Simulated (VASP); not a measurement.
# Si4Mo2C in VASP: notebook

Runs on Si4Mo2C. Level: PBE. Tasks: single point.

Program: VASP 6.6.1. These are calculated values, not measurements. Logs are shortened: lines on timing, memory, paths and dates and some standing lists are left out, and cuts for length are marked.

### 1 The cell of the first run

The cell holds a slab with vacuum, 7 atoms: a = 3.217 Å, b = 3.217 Å, c = 21.879 Å, α = 90.00°, β = 90.00°, γ = 90.00°.

### 2 Single point, PBE

The input, INCAR:

```
SYSTEM = Si4Mo2C
PREC = Accurate ; ENCUT = 520
EDIFF = 1E-6 ; ISMEAR = 0
SIGMA = 0.1 ; LREAL = .FALSE.
LASPH = .TRUE. ; NELM = 60
ALGO = Normal ; ISIF = 2
LWAVE = .FALSE. ; LCHARG = .TRUE.
LDIPOL = .TRUE. ; IDIPOL = 3
DIPOL = 0.5 0.5 0.360 ; GGA = PE
LELF = .TRUE. ; LVHAR = .TRUE.
LVACPOTAV = .TRUE. ; NBANDS = 33
```

The input, KPOINTS:

```
regular mesh
0
G
  8 8 1
  0 0 0
```

The input, POSCAR:

```
Si4Mo2C
1.0
    3.2169717285      0.0000000000      0.0000000000
    0.0000000000      3.2169717285      0.0000000000
    0.0000000000      0.0000000000     21.8787970046
Si Mo C
4 2 1
Direct
    0.0000000000      0.0000000000      0.1828254085
    0.0000000000      0.0000000000      0.3015081460
    0.5000000000      0.5000000000      0.3593659936
    0.5000000000      0.5000000000      0.4743769505
    0.5000000000      0.5000000000      0.2421667772
    0.0000000000      0.0000000000      0.4192862006
    0.7500000000      0.7500000000      0.5378573212
```

Potentials or basis: VASP PAW PBE potentials, release 64 (Si, Mo_sv, C).

On the command line:

```console
cat potpaw_PBE.64/Si/POTCAR potpaw_PBE.64/Mo_sv/POTCAR potpaw_PBE.64/C/POTCAR > POTCAR
mpirun -np 1 vasp_std > vasp.out
```

OUTCAR:

```text
SYSTEM = Si4Mo2C
   PREC = Accurate
   ENCUT = 520
   EDIFF = 1E-6
   ISMEAR = 0
   LREAL = .FALSE.
   LASPH = .TRUE.
   NELM = 60
   ISIF = 2
   GGA = PE

 ion  position               nearest neighbor table
   1  0.000  0.000  0.183-   2 2.60   5 2.62   5 2.62   5 2.62   5 2.62
   2  0.000  0.000  0.302-   6 2.58   1 2.60   3 2.60   3 2.60   3 2.60   3 2.60   5 2.62   5 2.62
                             5 2.62   5 2.62
   3  0.500  0.500  0.359-   4 2.52   5 2.56   2 2.60   2 2.60   2 2.60   2 2.60   6 2.63   6 2.63
                             6 2.63   6 2.63
   4  0.500  0.500  0.474-   7 1.80   3 2.52   6 2.57   6 2.57   6 2.57   6 2.57
   5  0.500  0.500  0.242-   3 2.56   1 2.62   1 2.62   1 2.62   1 2.62   2 2.62   2 2.62   2 2.62
                             2 2.62
   6  0.000  0.000  0.419-   4 2.57   4 2.57   4 2.57   4 2.57   2 2.58   3 2.63   3 2.63   3 2.63
                             3 2.63
   7  0.750  0.750  0.538-   4 1.80

  LATTYP: Found a simple tetragonal cell.
 ALAT       =     3.2169717285
 C/A-ratio  =     6.8010535532

  Lattice vectors:

 A1 = (   3.2169717285,   0.0000000000,   0.0000000000)
 A2 = (   0.0000000000,   3.2169717285,   0.0000000000)
 A3 = (   0.0000000000,   0.0000000000,  21.8787970046)

Analysis of symmetry for initial positions (statically):
=====================================================================
 Subroutine PRICEL returns:
 Original cell was already a primitive cell.

 Routine SETGRP: Setting up the symmetry group for a
 simple tetragonal supercell.

 Subroutine GETGRP returns: Found  2 space group operations
 (whereof  2 operations were pure point group operations)
 out of a pool of 16 trial point group operations.

The static configuration has the point symmetry C_1h.

Analysis of symmetry for dynamics (positions and initial velocities):
=====================================================================
 Subroutine PRICEL returns:
 Original cell was already a primitive cell.

 Routine SETGRP: Setting up the symmetry group for a
 simple tetragonal supercell.

 Subroutine GETGRP returns: Found  2 space group operations
 (whereof  2 operations were pure point group operations)
 out of a pool of 16 trial point group operations.

The dynamic configuration has the point symmetry C_1h.

 Subroutine INISYM returns: Found  2 space group operations
 (whereof  2 operations are pure point group operations),
 and found     1 'primitive' translations

----------------------------------------------------------------------------------------

                                     Primitive cell

  volume of cell :     226.4216

  direct lattice vectors                    reciprocal lattice vectors
     3.216971728  0.000000000  0.000000000     0.310851349  0.000000000  0.000000000
     0.000000000  3.216971728  0.000000000     0.000000000  0.310851349  0.000000000
     0.000000000  0.000000000 21.878797005     0.000000000  0.000000000  0.045706352

  length of vectors
     3.216971728  3.216971728 21.878797005     0.310851349  0.310851349  0.045706352

  position of ions in fractional coordinates (direct lattice)
     0.000000000  0.000000000  0.182825409
     0.000000000  0.000000000  0.301508146
     0.500000000  0.500000000  0.359365994
     0.500000000  0.500000000  0.474376951
     0.500000000  0.500000000  0.242166777
     0.000000000  0.000000000  0.419286201
     0.750000000  0.750000000  0.537857321

  ion indices of the primitive-cell ions
   primitive index   ion index
                 1           1
                 2           2
                 3           3
                 4           4
                 5           5
                 6           6
                 7           7

----------------------------------------------------------------------------------------

 KPOINTS: regular mesh

Automatic generation of k-mesh.
 Grid dimensions read from file:
 generate k-points for:    8    8    1

 Generating k-lattice:

  Cartesian coordinates                     Fractional coordinates (reciprocal lattice)
     0.038856419  0.000000000  0.000000000     0.125000000  0.000000000  0.000000000
     0.000000000  0.038856419  0.000000000     0.000000000  0.125000000  0.000000000
     0.000000000  0.000000000  0.045706352     0.000000000  0.000000000  1.000000000

  Length of vectors
     0.038856419  0.038856419  0.045706352

  Shift w.r.t. Gamma in fractional coordinates (k-lattice)
     0.000000000  0.000000000  0.000000000

 Subroutine IBZKPT returns following result:
 ===========================================

 Found     21 irreducible k-points:

 Following reciprocal coordinates:
            Coordinates               Weight
  0.000000  0.000000  0.000000      1.000000
  0.125000  0.000000  0.000000      4.000000
  0.250000  0.000000  0.000000      4.000000
  0.375000  0.000000  0.000000      4.000000
  0.500000  0.000000  0.000000      2.000000
  0.125000  0.125000  0.000000      2.000000
[... 13 lines left out ...]
  0.500000  0.375000  0.000000      4.000000
  0.500000  0.500000  0.000000      1.000000
   k-points           NKPTS =     21   k-points in BZ     NKDIM =     21   number of bands    NBANDS=     33
   number of dos      NEDOS =    301   number of ions     NIONS =      7
   total plane-waves  NPLWV =  96768
   dimension x,y,z NGX =    24 NGY =   24 NGZ =  168
   dimension x,y,z NGXF=    48 NGYF=   48 NGZF=  336
   ions per type =               4   2   1
   NGX,Y,Z   is equivalent  to a cutoff of  12.40, 12.40, 12.77 a.u.
   NGXF,Y,Z  is equivalent  to a cutoff of  24.81, 24.81, 25.53 a.u.
 SYSTEM =  Si4Mo2C
   PREC   = accura    normal or accurate (medium, high low for compatibility)
   ISTART =      0    job   : 0-new  1-cont  2-samecut
   ICHARG =      2    charge: 1-file 2-atom 10-const
   ISPIN  =      1    spin polarized calculation?
   LNONCOLLINEAR =      F non collinear calculations
   LSORBIT =      F    spin-orbit coupling
   LASPH  =      T    aspherical Exc in radial PAW
   ENCUT  =  520.0 eV  38.22 Ry    6.18 a.u.   5.98  5.98 40.68*2*pi/ulx,y,z
   NELM   =     60;   NELMIN=  2; NELMDL= -5     # of ELM steps
   EDIFF  = 0.1E-05   stopping-criterion for ELM
   LREAL  =      F    real-space projection
   EDIFFG = 0.1E-04   stopping-criterion for IOM
   NSW    =      0    number of steps for IOM
   IBRION =     -1    ionic relax: 0-MD 1-quasi-New 2-CG
   NFREE  =      0    steps in history (QN), initial steepest desc. (CG)
   ISIF   =      2    stress and relaxation
   ISYM   =      2    0-nonsym 1-usesym 2-fastsym
   POTIM  = 0.5000    time-step for ionic-motion
   TEBEG  =    0.0;   TEEND  =   0.0 temperature during run
   PSTRESS=    0.0 pullay stress
   NELECT =      48.0000    total number of electrons
   NUPDOWN=      -1.0000    fix difference up-down
   EMIN   =  10.00;   EMAX   =-10.00  energy-range for DOS
   EFERMI =   0.00;   METHOD = LEGACY
   ISMEAR =     0;   SIGMA  =   0.10  broadening in eV -4-tet -1-fermi 0-gaus
   EFERMI_NEDOS =   21; number of points for ismear=-14 and -15
   IALGO  =     38    algorithm
   IMIX   =      4    mixing-type and parameters
     AMIX     =   0.40;   BMIX     =  1.00
     AMIX_MAG =   1.60;   BMIX_MAG =  1.00
  volume/ion in A,a.u.               =      32.35       218.28
  Fermi-wavevector in a.u.,A,eV,Ry     =   0.976149  1.844653 12.964530  0.952866
  Thomas-Fermi vector in A             =   2.106744
   LORBIT       =      0    0 simple, 1 ext, 2 COOP (PROOUT), +10 PAW based schemes
   GGA     = PE    functional components
   LHFCALC =     F    Hartree Fock is set to
   AEXX    =    0.0000 exact exchange contribution
   IVDW    =     0    specifies the selected vdW correction
   LEPSILON=     F    determine dielectric tensor
   LRPA    =     F    only Hartree local field effects (RPA)
 non-spin polarized calculation
 Gauss-broadening in eV      SIGMA  =   0.10
  energy-cutoff  :      520.00
  volume of cell :      226.42
 maximum number of plane-waves:      6156
   NGX = 11   NGY = 11   NGZ = 81

 dipolmoment           0.000000      0.000000     -0.399545 electrons x Angstroem

 number of electron      48.0000006 magnetization

 dipolmoment           0.000000      0.000000      0.144156 electrons x Angstroem

 Free energy of the ion-electron system (eV)
  ---------------------------------------------------
  ext. energy  EPLUGINS =         0.00000000
  ---------------------------------------------------
  free energy    TOTEN  =       -48.61440269 eV

  energy without entropy =      -48.58935158  energy(sigma->0) =      -48.60187714

 E-fermi :   0.9436     XC(G=0):  -5.8170

 val. band max:        0.9300060330   @ k =   0.5000   0.1250   0.0000
 cond. band min:       0.9745606785   @ k =  -0.3750   0.3750   0.0000
 fundamental gap:      0.0445546455
 Fermi energy:         0.9435628269

 k-point     1 :       0.0000    0.0000    0.0000
  band No.  band energies     occupation
      1     -59.5541      2.00000
      2     -59.5128      2.00000
      3     -33.6844      2.00000
      4     -33.6644      2.00000
      5     -33.6583      2.00000
      6     -33.6298      2.00000
[... 25 lines left out ...]
     32       5.2502      0.00000
     33       5.3025      0.00000

 k-point     2 :       0.1250    0.0000    0.0000
  band No.  band energies     occupation
      1     -59.5516      2.00000
      2     -59.5103      2.00000
      3     -33.7018      2.00000
      4     -33.6729      2.00000
      5     -33.6544      2.00000
      6     -33.6324      2.00000
[... 25 lines left out ...]
     32       5.3100      0.00000
     33       5.4677      0.00000
[... 646 lines left out ...]
     32       4.8447      0.00000
     33       5.1996      0.00000

 k-point    21 :       0.5000    0.5000    0.0000
  band No.  band energies     occupation
      1     -59.5202      2.00000
      2     -59.4795      2.00000
      3     -33.8713      2.00000
      4     -33.8600      2.00000
      5     -33.7885      2.00000
      6     -33.7836      2.00000
[... 25 lines left out ...]
     32       5.0823      0.00000
     33       5.3946      0.00000

------------------------ aborting loop because EDIFF is reached ----------------------------------------

  FORCE on cell =-STRESS in cart. coord.  units (eV):
  Direction    XX          YY          ZZ          XY          YZ          ZX
  --------------------------------------------------------------------------------------
  -------------------------------------------------------------------------------------
  Total       -0.6451896     -0.6451896      0.2080621      0.6286183      0.8636617      0.8636587
  in kB       -4.5654123     -4.5654123      1.4722641      4.4481525      6.1113379      6.1113168
  external PRESSURE =      -2.5528535 kB  Pullay stress =       0.0000000 kB

 VOLUME and BASIS-vectors are now :
 -----------------------------------------------------------------------------
  energy-cutoff  :      520.00
  volume of cell :      226.42
      direct lattice vectors                 reciprocal lattice vectors
     3.216971728  0.000000000  0.000000000     0.310851349  0.000000000  0.000000000
     0.000000000  3.216971728  0.000000000     0.000000000  0.310851349  0.000000000
     0.000000000  0.000000000 21.878797005     0.000000000  0.000000000  0.045706352

 POSITION                                       TOTAL-FORCE (eV/Angst)
 -----------------------------------------------------------------------------------
      0.00000      0.00000      4.00000        -0.007298     -0.007298      0.587453
      0.00000      0.00000      6.59664         0.026322      0.026322     -0.419322
      1.60849      1.60849      7.86250        -0.066440     -0.066440     -0.196517
      1.60849      1.60849     10.37880        -0.949431     -0.949431      0.426862
      1.60849      1.60849      5.29832         0.018615      0.018615     -0.349341
      0.00000      0.00000      9.17348         0.198349      0.198349     -0.071115
      2.41273      2.41273     11.76767         0.779884      0.779884      0.021981
 -----------------------------------------------------------------------------------
    total drift:                               -0.000066     -0.000066      0.000101

  FREE ENERGIE OF THE ION-ELECTRON SYSTEM (eV)
  ---------------------------------------------------
  free  energy   TOTEN  =       -48.6144026938 eV

  energy  without entropy=      -48.5893515783  energy(sigma->0) =      -48.60187714

 vacuum level on the upper side and lower side of the slab         8.042         5.522
```

It took 8 min on 1 thread of AMD EPYC 7R43 (Zen 3), shared host; peak memory 0.34 GiB.

Results:

```yaml
Free_energy: -48.6144 eV
Largest_force: 1.409 eV/Å
Band_gap_on_the_k_mesh: zero (bands 24 and 25 overlap by 0.76 eV)
```

Forces on the atoms (eV/Å):
```
Si  -0.007 -0.007  0.587
Si   0.026  0.026 -0.419
Si  -0.066 -0.066 -0.197
Si  -0.949 -0.949  0.427
Mo   0.019  0.019 -0.349
Mo   0.198  0.198 -0.071
C    0.780  0.780  0.022
```

(Part 1 of 2 ends here.)

The gap in the log of VASP goes by the Fermi energy; the results here count the filled bands.